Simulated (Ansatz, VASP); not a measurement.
One calculation of BeZnF4, two programs

```
Be Zn F
1.0
     0.00000    4.01471    4.01471
     4.01471    0.00000    4.01471
     4.01471    4.01471    0.00000
Be Zn F
1 1 4
Direct
  0.75000 0.75000 0.75000
  0.50000 0.50000 0.50000
  0.08696 0.63768 0.63768
  0.63768 0.08696 0.63768
  0.63768 0.63768 0.08696
  0.63768 0.63768 0.63768
```

Alike in both runs: functional PBE; k mesh 6 × 6 × 6; no spin polarisation.

Ansatz relaxed the structure, and its values are those at the end. VASP's run is a single point on that final structure, the one shown.

|  | VASP | Ansatz |
| --- | --- | --- |
| version | VASP 6.6.1 | Ansatz 0.2.0 |
| potentials or method | VASP PAW PBE potentials, release 64 (Be, Zn, F), cutoff 520 eV | scalar-relativistic, plane waves, PAW |
| occupations | gaussian, width 0.01 eV | fixed |
| valence electrons in the cell | 42 | 42 |

|  | VASP | Ansatz | Ansatz less VASP |
| --- | --- | --- | --- |
| gap on the k mesh at the Fermi level (eV) | 5.85 | 5.88 | +0.035 |
| least direct gap on the mesh (eV) | 5.90 | 5.94 | +0.040 |
| pressure (GPa) | 0.2 | 0.0 | -0.17 |
| rms of the force components (eV/Å) | 0.026 | 0.000 | -0.0265 |
